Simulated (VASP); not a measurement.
Wanted: the native input for a VASP 6.6.1 run.

```yaml
Task: single point
Functional: PBEsol
Potentials_or_basis: VASP PAW PBE potentials, release 64 (Sn_d, Se)
Cutoff: 500 eV
k_mesh: 12 × 12 × 6
Occupations: gaussian, width 0.02 eV
Spin: no spin polarisation
Dipole_correction: no
Further_INCAR_settings: ALGO = Normal; EDIFF = 1e-06; NBANDS = 20
```

The structure of SnSe2 (pbesol) lies in POSCAR:

```
SnSe2
1.0
    3.8177569201      0.0000000000      0.0000000000
   -1.9088784601      3.3062744782      0.0000000000
    0.0000000000      0.0000000000      6.1562691078
Sn Se
1 2
Direct
    0.0000000000      0.0000000000      0.0000000000
    0.3333333333      0.6666666667      0.2577150277
    0.6666666667      0.3333333333      0.7422849723
```

The input as run:

INCAR

```
SYSTEM = SnSe2
PREC = Accurate
ENCUT = 500
EDIFF = 1E-6
ISMEAR = 0
SIGMA = 0.02
LREAL = .FALSE.
LASPH = .TRUE.
NELM = 120
ALGO = Normal
ISIF = 2
LWAVE = .FALSE.
LCHARG = .FALSE.
GGA = PS
NBANDS = 20
GGA_COMPAT = .FALSE.
```

KPOINTS

```
Automatic mesh
0
G
  12 12 6
  0 0 0
```

Potentials or basis: VASP PAW PBE potentials, release 64 (Sn_d, Se).

Launch:

```bash
$ cat potpaw_PBE.64/Sn_d/POTCAR potpaw_PBE.64/Se/POTCAR > POTCAR
$ mpirun -np 1 vasp_std > vasp.out
```

Results of the run:

```yaml
Pressure: 0.1 GPa
Largest_force: 0.020 eV/Å
Band_gap_on_the_k_mesh: 0.49 eV, indirect (least direct gap 0.99 eV)
```

Caveat: the PAW data sets were made with another functional, which shifts forces and pressure a little; spin-orbit coupling is left out, which moves the levels of the heavy elements; this functional lacks dispersion, which binds the layers, so the pressure and a relaxed spacing across them are unreliable.

It took 76 s on 1 thread of Intel Xeon 6975P-C, on a shared host, peak memory 0.28 GiB.
